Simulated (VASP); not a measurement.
# Au (Im-3m) in VASP: notebook

Runs on Au. Level: r2SCAN. Tasks: single point.

All numbers are computed with VASP 6.6.1; they aren't measurements. Logs are shortened: lines on timing, memory, paths and dates and some standing lists are left out, and cuts for length are marked.

### 1 The cell of the first run

Symmetry: Im-3m, No. 229, cubic system. The conventional cell has a = 3.315 Å, b = 3.315 Å, c = 3.315 Å, α = 90.00°, β = 90.00°, γ = 90.00°. Au (site symmetry m-3m) has 14 Au at 2.87 to 3.31 Å within 3.8 Å.

### 2 Single point, r2SCAN

POSCAR reads:

```
Au
1.0
   -1.6572700000      1.6572700000      1.6572700000
    1.6572700000     -1.6572700000      1.6572700000
    1.6572700000      1.6572700000     -1.6572700000
Au
1
Direct
    0.0000000000      0.0000000000      0.0000000000
```

INCAR.step1 reads:

```
SYSTEM = Au
  ALGO = Normal
  EDIFF = 1E-5
  ENCUT = 550
  GGA = PE
  GGA_COMPAT = .False.
  ISMEAR = -1
  LASPH = .True.
  LCHARG = .False.
  LREAL = .False.
  LWAVE = .True.
  NBANDS = 12
  NELM = 120
  PREC = Accurate
  SIGMA = 0.1
```

INCAR.step2 reads:

```
SYSTEM = Au
  ALGO = Normal
  EDIFF = 1E-6
  ENCUT = 550
  GGA_COMPAT = .False.
  ISIF = 2
  ISMEAR = -1
  ISTART = 1
  LASPH = .True.
  LCHARG = .True.
  LELF = .True.
  LMIXTAU = .True.
  LREAL = .False.
  LVHAR = .True.
  LWAVE = .False.
  METAGGA = R2SCAN
  NBANDS = 12
  NELM = 120
  PREC = Accurate
  SIGMA = 0.1
```

KPOINTS reads:

```
k-points
0
Gamma
  8 8 8
  0 0 0
```

Potentials or basis: VASP PAW PBE potentials, release 64 (Au).

Started as:

```console
cat potpaw_PBE.64/Au/POTCAR > POTCAR
cp INCAR.step1 INCAR
mpirun -np 1 vasp_std > vasp.out
cp INCAR.step2 INCAR
mpirun -np 1 vasp_std > vasp.out
```

OUTCAR:

```text
SYSTEM = Au
   EDIFF = 1E-6
   ENCUT = 550
   ISIF = 2
   ISMEAR = -1
   ISTART = 1
   LASPH = .True.
   LREAL = .False.
   METAGGA = R2SCAN
   NELM = 120
   PREC = Accurate

 ion  position               nearest neighbor table
   1  0.000  0.000  0.000-

  LATTYP: Found a body centered cubic cell.
 ALAT       =     3.3145400000

  Lattice vectors:

 A1 = (  -1.6572700000,   1.6572700000,   1.6572700000)
 A2 = (   1.6572700000,  -1.6572700000,   1.6572700000)
 A3 = (   1.6572700000,   1.6572700000,  -1.6572700000)

Analysis of symmetry for initial positions (statically):
=====================================================================
 Subroutine PRICEL returns:
 Original cell was already a primitive cell.

 Routine SETGRP: Setting up the symmetry group for a
 body centered cubic supercell.

 Subroutine GETGRP returns: Found 48 space group operations
 (whereof 48 operations were pure point group operations)
 out of a pool of 48 trial point group operations.

The static configuration has the point symmetry O_h .

Analysis of symmetry for dynamics (positions and initial velocities):
=====================================================================
 Subroutine PRICEL returns:
 Original cell was already a primitive cell.

 Routine SETGRP: Setting up the symmetry group for a
 body centered cubic supercell.

 Subroutine GETGRP returns: Found 48 space group operations
 (whereof 48 operations were pure point group operations)
 out of a pool of 48 trial point group operations.

The dynamic configuration has the point symmetry O_h .

 Subroutine INISYM returns: Found 48 space group operations
 (whereof 48 operations are pure point group operations),
 and found     1 'primitive' translations

----------------------------------------------------------------------------------------

                                     Primitive cell

  volume of cell :      18.2071

  direct lattice vectors                    reciprocal lattice vectors
    -1.657270000  1.657270000  1.657270000     0.000000000  0.301700990  0.301700990
     1.657270000 -1.657270000  1.657270000     0.301700990  0.000000000  0.301700990
     1.657270000  1.657270000 -1.657270000     0.301700990  0.301700990  0.000000000

  length of vectors
     2.870475842  2.870475842  2.870475842     0.426669632  0.426669632  0.426669632

  position of ions in fractional coordinates (direct lattice)
     0.000000000  0.000000000  0.000000000

  ion indices of the primitive-cell ions
   primitive index   ion index
                 1           1

----------------------------------------------------------------------------------------

 KPOINTS: k-points

Automatic generation of k-mesh.
 Grid dimensions read from file:
 generate k-points for:    8    8    8

 Generating k-lattice:

  Cartesian coordinates                     Fractional coordinates (reciprocal lattice)
     0.000000000  0.037712624  0.037712624     0.125000000  0.000000000  0.000000000
     0.037712624  0.000000000  0.037712624     0.000000000  0.125000000  0.000000000
     0.037712624  0.037712624  0.000000000     0.000000000  0.000000000  0.125000000

  Length of vectors
     0.053333704  0.053333704  0.053333704

  Shift w.r.t. Gamma in fractional coordinates (k-lattice)
     0.000000000  0.000000000  0.000000000

 Subroutine IBZKPT returns following result:
 ===========================================

 Found     29 irreducible k-points:

 Following reciprocal coordinates:
            Coordinates               Weight
  0.000000  0.000000  0.000000      1.000000
  0.125000  0.000000  0.000000     12.000000
  0.250000  0.000000  0.000000     12.000000
  0.375000  0.000000  0.000000     12.000000
  0.500000  0.000000  0.000000      6.000000
  0.125000  0.125000  0.000000     24.000000
[... 16 lines left out ...]
 -0.250000  0.250000  0.250000      6.000000
 -0.375000  0.375000  0.250000     24.000000
 [... further k-points ...]
   k-points           NKPTS =     29   k-points in BZ     NKDIM =     29   number of bands    NBANDS=     12
   number of dos      NEDOS =    301   number of ions     NIONS =      1
   total plane-waves  NPLWV =  13824
   dimension x,y,z NGX =    24 NGY =   24 NGZ =   24
   dimension x,y,z NGXF=    48 NGYF=   48 NGZF=   48
   ions per type =               1
   NGX,Y,Z   is equivalent  to a cutoff of  13.90, 13.90, 13.90 a.u.
   NGXF,Y,Z  is equivalent  to a cutoff of  27.80, 27.80, 27.80 a.u.
 SYSTEM =  Au
   PREC   = accura    normal or accurate (medium, high low for compatibility)
   ISTART =      1    job   : 0-new  1-cont  2-samecut
   ICHARG =      0    charge: 1-file 2-atom 10-const
   ISPIN  =      1    spin polarized calculation?
   LNONCOLLINEAR =      F non collinear calculations
   LSORBIT =      F    spin-orbit coupling
   LASPH  =      T    aspherical Exc in radial PAW
   ENCUT  =  550.0 eV  40.42 Ry    6.36 a.u.   5.49  5.49  5.49*2*pi/ulx,y,z
   NELM   =    120;   NELMIN=  2; NELMDL=  0     # of ELM steps
   EDIFF  = 0.1E-05   stopping-criterion for ELM
   LREAL  =      F    real-space projection
   EDIFFG = 0.1E-04   stopping-criterion for IOM
   NSW    =      0    number of steps for IOM
   IBRION =     -1    ionic relax: 0-MD 1-quasi-New 2-CG
   NFREE  =      0    steps in history (QN), initial steepest desc. (CG)
   ISIF   =      2    stress and relaxation
   ISYM   =      2    0-nonsym 1-usesym 2-fastsym
   POTIM  = 0.5000    time-step for ionic-motion
   TEBEG  =    0.0;   TEEND  =   0.0 temperature during run
   PSTRESS=    0.0 pullay stress
   NELECT =      11.0000    total number of electrons
   NUPDOWN=      -1.0000    fix difference up-down
   EMIN   =  10.00;   EMAX   =-10.00  energy-range for DOS
   EFERMI =   0.00;   METHOD = LEGACY
   ISMEAR =    -1;   SIGMA  =   0.10  broadening in eV -4-tet -1-fermi 0-gaus
   EFERMI_NEDOS =   21; number of points for ismear=-14 and -15
   IALGO  =     38    algorithm
   IMIX   =      4    mixing-type and parameters
     AMIX     =   0.40;   BMIX     =  1.00
     AMIX_MAG =   1.60;   BMIX_MAG =  1.00
  volume/ion in A,a.u.               =      18.21       122.87
  Fermi-wavevector in a.u.,A,eV,Ry     =   1.383967  2.615319 26.060125  1.915365
  Thomas-Fermi vector in A             =   2.508516
   LORBIT       =      0    0 simple, 1 ext, 2 COOP (PROOUT), +10 PAW based schemes
   METAGGA = R2SCAN    functional components
   LHFCALC =     F    Hartree Fock is set to
   AEXX    =    0.0000 exact exchange contribution
   IVDW    =     0    specifies the selected vdW correction
   LEPSILON=     F    determine dielectric tensor
   LRPA    =     F    only Hartree local field effects (RPA)
 non-spin polarized calculation
  energy-cutoff  :      550.00
  volume of cell :       18.21
 maximum number of plane-waves:       555
 NGX is ok and might be reduce to    24
   NGX = 11   NGY = 11   NGZ = 11

 number of electron      10.9999998 magnetization

 Free energy of the ion-electron system (eV)
  ---------------------------------------------------
  ext. energy  EPLUGINS =         0.00000000
  ---------------------------------------------------
  free energy    TOTEN  =       -50.53552282 eV

  energy without entropy =      -50.51344347  energy(sigma->0) =      -50.52448315

 E-fermi :   8.4450     XC(G=0): -13.1639

 val. band max:        8.1484555006   @ k =  -0.3750   0.3750   0.2500
 cond. band min:       8.4488235795   @ k =   0.2500   0.1250   0.1250
 fundamental gap:      0.3003680789
 Fermi energy:         8.4449602872

 k-point     1 :       0.0000    0.0000    0.0000
  band No.  band energies     occupation
      1      -1.1026      2.00000
      2       3.4676      2.00000
      3       3.4676      2.00000
      4       3.4676      2.00000
      5       5.2464      2.00000
      6       5.2464      2.00000
      7      25.6660      0.00000
      8      25.6660      0.00000
      9      25.6660      0.00000
     10      32.3041      0.00000
     11      32.3041      0.00000
     12      32.3041      0.00000

 k-point     2 :       0.1250    0.0000    0.0000
  band No.  band energies     occupation
      1      -0.5526      2.00000
      2       3.3095      2.00000
      3       3.4876      2.00000
      4       3.8442      2.00000
      5       5.0825      2.00000
      6       5.2578      2.00000
      7      25.0028      0.00000
      8      25.5726      0.00000
      9      26.3196      0.00000
     10      29.0677      0.00000
     11      29.7913      0.00000
     12      30.4102      0.00000

 k-point     3 :       0.2500    0.0000    0.0000
  band No.  band energies     occupation
      1       0.7495      2.00000
      2       2.9473      2.00000
      3       3.7109      2.00000
      4       4.8567      2.00000
      5       4.9554      2.00000
      6       5.3017      2.00000
      7      20.4762      0.00000
      8      23.8643      0.00000
      9      26.7657      0.00000
     10      27.9741      0.00000
     11      28.6811      0.00000
     12      30.5200      0.00000
[... 286 lines left out ...]
 k-point    23 :      -0.2500    0.2500    0.2500
  band No.  band energies     occupation
      1       2.2731      2.00000
      2       3.3508      2.00000
      3       4.0946      2.00000
      4       4.0946      2.00000
      5       4.7941      2.00000
      6       6.2295      2.00000
      7      21.1366      0.00000
      8      22.0609      0.00000
      9      22.0609      0.00000
     10      24.1639      0.00000
     11      33.1094      0.00000
     12      33.1094      0.00000

 k-point    24 :      -0.3750    0.3750    0.2500
  band No.  band energies     occupation
      1       2.4967      2.00000
      2       2.8902      2.00000
      3       4.1030      2.00000
      4       4.5936      2.00000
      5       5.8553      2.00000
      6       8.1485      1.90194
      7      16.6797      0.00000
      8      19.6075      0.00000
      9      22.0044      0.00000
     10      25.1897      0.00000
     11      31.0628      0.00000
     12      33.9204      0.00000

 [... further k-points ...]

------------------------ aborting loop because EDIFF is reached ----------------------------------------

  FORCE on cell =-STRESS in cart. coord.  units (eV):
  Direction    XX          YY          ZZ          XY          YZ          ZX
  --------------------------------------------------------------------------------------
  -------------------------------------------------------------------------------------
  Total       -0.5103993     -0.5103993     -0.5103993     -0.0000000     -0.0000000      0.0000000
  in kB      -44.9139052    -44.9139052    -44.9139052     -0.0000000     -0.0000000      0.0000000
  external PRESSURE =     -44.9139052 kB  Pullay stress =       0.0000000 kB

 VOLUME and BASIS-vectors are now :
 -----------------------------------------------------------------------------
  energy-cutoff  :      550.00
  volume of cell :       18.21
      direct lattice vectors                 reciprocal lattice vectors
    -1.657270000  1.657270000  1.657270000     0.000000000  0.301700990  0.301700990
     1.657270000 -1.657270000  1.657270000     0.301700990  0.000000000  0.301700990
     1.657270000  1.657270000 -1.657270000     0.301700990  0.301700990  0.000000000

 POSITION                                       TOTAL-FORCE (eV/Angst)
 -----------------------------------------------------------------------------------
      0.00000      0.00000      0.00000         0.000000     -0.000000      0.000000
 -----------------------------------------------------------------------------------
    total drift:                                0.000000      0.000000     -0.000000

  FREE ENERGIE OF THE ION-ELECTRON SYSTEM (eV)
  ---------------------------------------------------
  free  energy   TOTEN  =       -50.5355228213 eV

  energy  without entropy=      -50.5134434736  energy(sigma->0) =      -50.52448315
```

Run time: 28 s. Hardware: 1 thread of Intel Xeon Platinum 8488C (Sapphire Rapids), shared host; peak memory 0.14 GiB.

Results:

```yaml
Free_energy: -50.5355 eV
Pressure: -4.5 GPa
```

Caveat: the PAW data sets were made with another functional, which shifts forces and pressure a little; spin-orbit coupling is left out, which moves the levels of the heavy elements.

### 3 Single point, r2SCAN

This run uses another cell than the first one, of 18.30 Å³/atom, 1.005 times its volume.

POSCAR reads:

```
Au
1.0
   -1.6600275259      1.6600275259      1.6600275259
    1.6600275259     -1.6600275259      1.6600275259
    1.6600275259      1.6600275259     -1.6600275259
Au
1
Direct
    0.0000000000      0.0000000000      0.0000000000
```

INCAR.step1 reads:

```
PREC = Accurate ; ENCUT = 550
ISMEAR = -1 ; SIGMA = 0.1
LREAL = F ; LASPH = T
NELM = 120 ; NBANDS = 12
GGA = PE ; ALGO = Normal
EDIFF = 1E-5 ; LWAVE = T
LCHARG = F ; GGA_COMPAT = F
```

INCAR.step2 reads:

```
PREC = Accurate ; ENCUT = 550
EDIFF = 1E-6 ; ISMEAR = -1
SIGMA = 0.1 ; LREAL = F
LASPH = T ; NELM = 120
ALGO = Normal ; ISIF = 2
LWAVE = F ; LCHARG = F
METAGGA = R2SCAN ; LMIXTAU = T
NBANDS = 12 ; ISTART = 1
GGA_COMPAT = F
```

KPOINTS reads:

```
regular mesh
0
Gamma
  8 8 8
```

Potentials or basis: VASP PAW PBE potentials, release 64 (Au).

Started as:

```console
cat potpaw_PBE.64/Au/POTCAR > POTCAR
cp INCAR.step1 INCAR
mpirun -np 1 vasp_std > vasp.out
cp INCAR.step2 INCAR
mpirun -np 1 vasp_std > vasp.out
```

It took 31 s on 1 thread of Intel Xeon Platinum 8488C (Sapphire Rapids), shared host; peak memory 0.15 GiB.

It converged, with:

```
Free energy : -50.5328 eV
Pressure    : -5.1 GPa
```

Levels at points of the mesh, in eV from the Fermi level:
```
           k point  band 3  band 4  band 5  band 6  band 7  band 8  band 9  band 10
(0.00, 0.00, 0.00)   -4.95   -4.95   -3.18   -3.18   17.22   17.22   17.22    23.77
(0.50, 0.00, 0.00)   -3.32   -3.03   -1.76   -0.32    3.10   12.87   13.81    21.55
(0.50, 0.50, 0.50)   -2.11   -2.11   -2.11    6.40    6.40    6.40    9.10    15.79
```

Caveat: the PAW data sets were made with another functional, which shifts forces and pressure a little; spin-orbit coupling is left out, which moves the levels of the heavy elements.

(Part 1 of 2 ends here.)
